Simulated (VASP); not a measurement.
# Ba (Im-3m) in VASP: further runs

Ba is run at these levels: LDA; tasks: single point, relaxation of cell and atoms.

All numbers are computed with VASP 6.6.1; they aren't measurements. Logs are shortened: lines on timing, memory, paths and dates and some standing lists are left out, and cuts for length are marked.

## Step 1: The cell of the first run

It takes space group Im-3m (No. 229, cubic). The conventional cell has a = 4.761 Å, b = 4.761 Å, c = 4.761 Å, α = 90.00°, β = 90.00°, γ = 90.00°. Within 5.4 Å of Ba (site symmetry m-3m) lie 14 Ba at 4.12 to 4.76 Å.

## Step 2: Single point, LDA

Input file INCAR:

```
SYSTEM = Ba
ALGO     = Normal         ! electronic algorithm
EDIFF    = 1E-6           ! SCF threshold, eV
ENCUT    = 520            ! plane-wave cutoff, eV
GGA      = CA             ! functional
ISIF     = 2              ! what is computed and relaxed
ISMEAR   = -1             ! smearing method
LASPH    = .True.         ! aspherical terms in the spheres
LCHARG   = .False.        ! write CHGCAR
LREAL    = .False.        ! projectors in reciprocal space
LWAVE    = .False.        ! write WAVECAR
NBANDS   = 11             ! bands
NELM     = 60             ! most SCF steps
PREC     = Accurate       ! precision mode
SIGMA    = 0.05           ! smearing width, eV
```

Input file KPOINTS:

```
k-points
0
Gamma
  14 14 14
  0 0 0
```

Input file POSCAR:

```
Ba
1.0
   -2.3806961313      2.3806961313      2.3806961313
    2.3806961313     -2.3806961313      2.3806961313
    2.3806961313      2.3806961313     -2.3806961313
Ba
1
Direct
    0.0000000000      0.0000000000      0.0000000000
```

Potentials or basis: VASP PAW LDA potentials, release 64 (Ba_sv).

Started as:

```bash
cat potpaw_LDA.64/Ba_sv/POTCAR > POTCAR
mpirun -np 1 vasp_std > vasp.out
```

OUTCAR:

```text
SYSTEM = Ba
   EDIFF = 1E-6
   ENCUT = 520
   GGA = CA
   ISIF = 2
   ISMEAR = -1
   LASPH = .True.
   LREAL = .False.
   NELM = 60
   PREC = Accurate

 ion  position               nearest neighbor table
   1  0.000  0.000  0.000-

  LATTYP: Found a body centered cubic cell.
 ALAT       =     4.7613922626

  Lattice vectors:

 A1 = (  -2.3806961313,   2.3806961313,   2.3806961313)
 A2 = (   2.3806961313,  -2.3806961313,   2.3806961313)
 A3 = (   2.3806961313,   2.3806961313,  -2.3806961313)

Analysis of symmetry for initial positions (statically):
=====================================================================
 Subroutine PRICEL returns:
 Original cell was already a primitive cell.

 Routine SETGRP: Setting up the symmetry group for a
 body centered cubic supercell.

 Subroutine GETGRP returns: Found 48 space group operations
 (whereof 48 operations were pure point group operations)
 out of a pool of 48 trial point group operations.

The static configuration has the point symmetry O_h .

Analysis of symmetry for dynamics (positions and initial velocities):
=====================================================================
 Subroutine PRICEL returns:
 Original cell was already a primitive cell.

 Routine SETGRP: Setting up the symmetry group for a
 body centered cubic supercell.

 Subroutine GETGRP returns: Found 48 space group operations
 (whereof 48 operations were pure point group operations)
 out of a pool of 48 trial point group operations.

The dynamic configuration has the point symmetry O_h .

 Subroutine INISYM returns: Found 48 space group operations
 (whereof 48 operations are pure point group operations),
 and found     1 'primitive' translations

----------------------------------------------------------------------------------------

                                     Primitive cell

  volume of cell :      53.9724

  direct lattice vectors                    reciprocal lattice vectors
    -2.380696131  2.380696131  2.380696131     0.000000000  0.210022604  0.210022604
     2.380696131 -2.380696131  2.380696131     0.210022604  0.000000000  0.210022604
     2.380696131  2.380696131 -2.380696131     0.210022604  0.210022604  0.000000000

  length of vectors
     4.123486657  4.123486657  4.123486657     0.297016814  0.297016814  0.297016814

  position of ions in fractional coordinates (direct lattice)
[... 82 lines left out ...]
   NFREE  =      0    steps in history (QN), initial steepest desc. (CG)
   ISIF   =      2    stress and relaxation
   ISYM   =      2    0-nonsym 1-usesym 2-fastsym
   POTIM  = 0.5000    time-step for ionic-motion
   TEBEG  =    0.0;   TEEND  =   0.0 temperature during run
   PSTRESS=    0.0 pullay stress
   NELECT =      10.0000    total number of electrons
   NUPDOWN=      -1.0000    fix difference up-down
   EMIN   =  10.00;   EMAX   =-10.00  energy-range for DOS
   EFERMI =   0.00;   METHOD = LEGACY
   ISMEAR =    -1;   SIGMA  =   0.05  broadening in eV -4-tet -1-fermi 0-gaus
   EFERMI_NEDOS =   21; number of points for ismear=-14 and -15
   IALGO  =     38    algorithm
   IMIX   =      4    mixing-type and parameters
     AMIX     =   0.40;   BMIX     =  1.00
     AMIX_MAG =   1.60;   BMIX_MAG =  1.00
  volume/ion in A,a.u.               =      53.97       364.22
  Fermi-wavevector in a.u.,A,eV,Ry     =   0.933292  1.763666 11.851136  0.871034
  Thomas-Fermi vector in A             =   2.059978
   LORBIT       =      0    0 simple, 1 ext, 2 COOP (PROOUT), +10 PAW based schemes
   GGA     = CA    functional components
   LHFCALC =     F    Hartree Fock is set to
   AEXX    =    0.0000 exact exchange contribution
   IVDW    =     0    specifies the selected vdW correction
   LEPSILON=     F    determine dielectric tensor
   LRPA    =     F    only Hartree local field effects (RPA)
 non-spin polarized calculation
  energy-cutoff  :      520.00
  volume of cell :       53.97
 maximum number of plane-waves:      1481
   NGX = 15   NGY = 15   NGZ = 15

 number of electron      10.0000000 magnetization

 number of electron       9.9999999 magnetization

 Free energy of the ion-electron system (eV)
  ---------------------------------------------------
  ext. energy  EPLUGINS =         0.00000000
  ---------------------------------------------------
  free energy    TOTEN  =        -2.25468439 eV

  energy without entropy =       -2.24477630  energy(sigma->0) =       -2.24973035

 E-fermi :   1.9500     XC(G=0):  -8.1355

 val. band max:        1.9489632103   @ k =   0.5000   0.5000   0.2857
 cond. band min:       1.9516036533   @ k =  -0.3571   0.5000   0.2143
 fundamental gap:      0.0026404430
 Fermi energy:         1.9500150872

 k-point     1 :       0.0000    0.0000    0.0000
  band No.  band energies     occupation
      1     -26.6149      2.00000
      2     -11.4564      2.00000
      3     -11.4564      2.00000
      4     -11.4564      2.00000
      5      -0.8384      2.00000
      6       3.8925      0.00000
      7       3.8925      0.00000
      8       3.8925      0.00000
      9       5.5791      0.00000
     10       5.5791      0.00000
     11       9.3944      0.00000
[... 309 lines left out ...]
 k-point    24 :       0.3571    0.2857   -0.0000
  band No.  band energies     occupation
      1     -26.5189      2.00000
      2     -12.0405      2.00000
      3     -11.9243      2.00000
      4     -11.5520      2.00000
      5       1.9396      1.10400
      6       2.6000      0.00000
      7       2.8462      0.00000
      8       5.7346      0.00000
      9       6.1016      0.00000
     10       7.6263      0.00000
     11       9.2920      0.00000

 [... further k-points ...]

------------------------ aborting loop because EDIFF is reached ----------------------------------------

  FORCE on cell =-STRESS in cart. coord.  units (eV):
  Direction    XX          YY          ZZ          XY          YZ          ZX
  --------------------------------------------------------------------------------------
  -------------------------------------------------------------------------------------
  Total        0.0237330      0.0237330      0.0237330      0.0000000     -0.0000000      0.0000000
  in kB        0.7045153      0.7045153      0.7045153      0.0000000     -0.0000000      0.0000000
  external PRESSURE =       0.7045153 kB  Pullay stress =       0.0000000 kB

 VOLUME and BASIS-vectors are now :
 -----------------------------------------------------------------------------
  energy-cutoff  :      520.00
  volume of cell :       53.97
      direct lattice vectors                 reciprocal lattice vectors
    -2.380696131  2.380696131  2.380696131     0.000000000  0.210022604  0.210022604
     2.380696131 -2.380696131  2.380696131     0.210022604  0.000000000  0.210022604
     2.380696131  2.380696131 -2.380696131     0.210022604  0.210022604  0.000000000

 POSITION                                       TOTAL-FORCE (eV/Angst)
 -----------------------------------------------------------------------------------
      0.00000      0.00000      0.00000        -0.000000     -0.000000      0.000000
 -----------------------------------------------------------------------------------
    total drift:                                0.000000      0.000000     -0.000000

  FREE ENERGIE OF THE ION-ELECTRON SYSTEM (eV)
  ---------------------------------------------------
  free  energy   TOTEN  =        -2.2546843933 eV

  energy  without entropy=       -2.2447763001  energy(sigma->0) =       -2.24973035
```

stdout:

```text
POSCAR found type information on POSCAR Ba
 POSCAR found :  1 types and       1 ions
 scaLAPACK will be used
 LDA part: xc-table for (Slater(with rela. corr.)+CA(PZ))
 , standard interpolation
 POSCAR, INCAR and KPOINTS ok, starting setup
 FFT: planning ... GRIDC
 FFT: planning ... GRID_SOFT
 FFT: planning ... GRID
 WAVECAR not read
 entering main loop
```

Run time: 24 s. Hardware: 1 thread of Intel Xeon Platinum 8259CL at 2.50GHz (Skylake/Cascade Lake), shared host; peak memory 0.19 GiB.

Results:

```yaml
Free_energy: -2.2547 eV
Pressure: 0.1 GPa
Band_gap_on_the_k_mesh: zero (bands 5 and 6 overlap by 1.34 eV)
```

Caveat: spin-orbit coupling is left out, which moves the levels of the heavy elements.

## Step 3: Single point, LDA

Input file INCAR:

```
PREC = Accurate
ENCUT = 520
EDIFF = 1E-6
ISMEAR = -1
SIGMA = 0.05
LREAL = False
LASPH = True
NELM = 60
ALGO = Normal
ISIF = 2
LWAVE = False
LCHARG = False
GGA = CA
NBANDS = 11
```

Input file KPOINTS:

```
Automatic mesh
0
Gamma
  14 14 14
```

POSCAR is that of step 2.

Potentials or basis: VASP PAW LDA potentials, release 64 (Ba_sv).

Started as:

```bash
cat potpaw_LDA.64/Ba_sv/POTCAR > POTCAR
mpirun -np 1 vasp_std > vasp.out
```

It took 24 s on 1 thread of Intel Xeon Platinum 8259CL at 2.50GHz (Skylake/Cascade Lake), shared host; peak memory 0.19 GiB.

The run converged. Its results:

```
Free energy            : -2.2547 eV
Pressure               : 0.1 GPa
Band gap on the k mesh : zero (bands 5 and 6 overlap by 1.34 eV)
```

Levels at points of the mesh, in eV from the Fermi level:
```tsv
k point	band 1	band 2	band 3	band 4	band 5	band 6	band 7	band 8	band 9	band 10
(0.00, 0.00, 0.00)	-28.56	-13.41	-13.41	-13.41	-2.79	1.94	1.94	1.94	3.63	3.63
(0.50, 0.00, 0.00)	-28.48	-14.17	-13.65	-13.41	-1.00	0.62	1.88	3.63	4.31	6.09
(0.50, 0.50, 0.50)	-28.42	-13.92	-13.92	-13.92	-0.76	-0.76	5.20	5.20	5.20	5.46
```

Caveat: spin-orbit coupling is left out, which moves the levels of the heavy elements.

## Step 4: Relaxation of cell and atoms, LDA

This run uses another cell than the first one, of 62.50 Å³/atom.

Input file INCAR:

```
ALGO     = Normal         # electronic algorithm
EDIFF    = 1E-6           # SCF threshold, eV
EDIFFG   = -0.003         # ionic threshold
ENCUT    = 600            # plane-wave cutoff, eV
GGA      = CA             # functional
IBRION   = 2              # ionic algorithm
ISIF     = 3              # what is computed and relaxed
ISMEAR   = -1             # smearing method
LASPH    = True           # aspherical terms in the spheres
LCHARG   = False          # write CHGCAR
LREAL    = False          # projectors in reciprocal space
LWAVE    = False          # write WAVECAR
NELM     = 80             # most SCF steps
NSW      = 100            # ionic steps
PREC     = Accurate       # precision mode
SIGMA    = 0.05           # smearing width, eV
```

Input file KPOINTS:

```
k-points
0
Gamma
  14 14 14
```

Input file POSCAR:

```
Ba
1.0
   -2.5000000000      2.5000000000      2.5000000000
    2.5000000000     -2.5000000000      2.5000000000
    2.5000000000      2.5000000000     -2.5000000000
Ba
1
Direct
    0.0000000000      0.0000000000      0.0000000000
```

Started as:

```bash
cat potpaw_LDA.64/Ba_sv/POTCAR > POTCAR
mpirun -np 1 vasp_std > vasp.out
```

Wall time 2.3 min (1 thread of Intel Xeon Platinum 8259CL at 2.50GHz (Skylake/Cascade Lake), shared host); peak memory 0.22 GiB.

Results (log left out):

- Free energy: -2.2549 eV
- Relaxed volume: 54.44 Å³/atom
- Relaxed cell: a = 4.135 Å, b = 4.135 Å, c = 4.135 Å, α = 109.47°, β = 109.47°, γ = 109.47°
- Space group after relaxing (to 0.1 Å): Im-3m (No. 229)
- Energy gained by relaxing: 33.8 meV/atom
- Ionic steps: 8
- Pressure after relaxing: 0.0 GPa
- Band gap on the k mesh: zero (bands 5 and 6 overlap by 1.32 eV)

The path:
```tsv
step	energy change (eV)	largest force (eV/Å)	pressure (GPa)	volume (Å³)
1	0.0000	0.0000	-1.20	62.50
2	-0.0248	0.0000	-0.69	58.35
3	-0.0337	0.0000	-0.09	54.75
4	-0.0338	0.0000	0.01	54.29
5	-0.0338	0.0000	-0.02	54.44
6	-0.0338	0.0000	-0.03	54.44
7	-0.0338	0.0000	-0.01	54.44
8	-0.0338	0.0000	0.01	54.44
```

Final structure:
```yaml
crystal:
  lattice:
    - [-2.38754, 2.38754, 2.38754]
    - [2.38754, -2.38754, 2.38754]
    - [2.38754, 2.38754, -2.38754]
  atoms:
    - { symbol: Ba, position: [0.00000, 0.00000, 0.00000] }
```

Levels at points of the mesh, in eV from the Fermi level:
```tsv
k point	band 2	band 3	band 4	band 5	band 6	band 7	band 8	band 9
(0.00, 0.00, 0.00)	-13.43	-13.43	-13.43	-2.79	1.93	1.93	1.93	3.61
(0.50, 0.00, 0.00)	-14.17	-13.66	-13.44	-1.00	0.62	1.84	3.61	4.27
(0.50, 0.50, 0.50)	-13.93	-13.93	-13.93	-0.74	-0.74	5.15	5.15	5.15
```

Caveat: spin-orbit coupling is left out, which moves the levels of the heavy elements. Zero-point motion and thermal expansion aren't in these numbers.
